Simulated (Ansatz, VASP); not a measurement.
## SiO2: VASP beside Ansatz

```
Si O
1.0
     3.99741    0.00000    0.00000
     0.00000    3.99741    0.00000
     0.00000    0.00000    2.77860
Si O
2 4
Direct
  0.50000 0.50000 0.50000
  0.00000 0.00000 0.00000
  0.69301 0.69301 0.00000
  0.19301 0.80699 0.50000
  0.30699 0.30699 0.00000
  0.80699 0.19301 0.50000
```

Alike in both runs: task single point; functional PBE; k mesh 6 × 6 × 10; occupations gaussian, width 0.05 eV; no spin polarisation.

|  | VASP | Ansatz |
| --- | --- | --- |
| version | VASP 6.6.1 | Ansatz 0.2.0 |
| potentials or method | VASP PAW PBE potentials, release 64 (Si, O), cutoff 520 eV | scalar-relativistic, plane waves, PAW |
| valence electrons in the cell | 32 | 32 |

|  | VASP | Ansatz | Ansatz less VASP |
| --- | --- | --- | --- |
| gap on the k mesh at the Fermi level (eV) | 5.71 | 5.75 | +0.041 |
| least direct gap on the mesh (eV) | 5.71 | 5.75 | +0.041 |
| pressure (GPa) | 26.6 | 26.3 | -0.27 |
| traceless stress, the component that is largest in VASP (GPa) | -24.21 | -24.43 | -0.222 |
| rms of the force components (eV/Å) | 0.439 | 0.441 | +0.0019 |

Atom by atom the forces differ by 0.002 eV/Å (rms over components). The functional is the same, so the differences come from potentials, cutoffs and numerics.
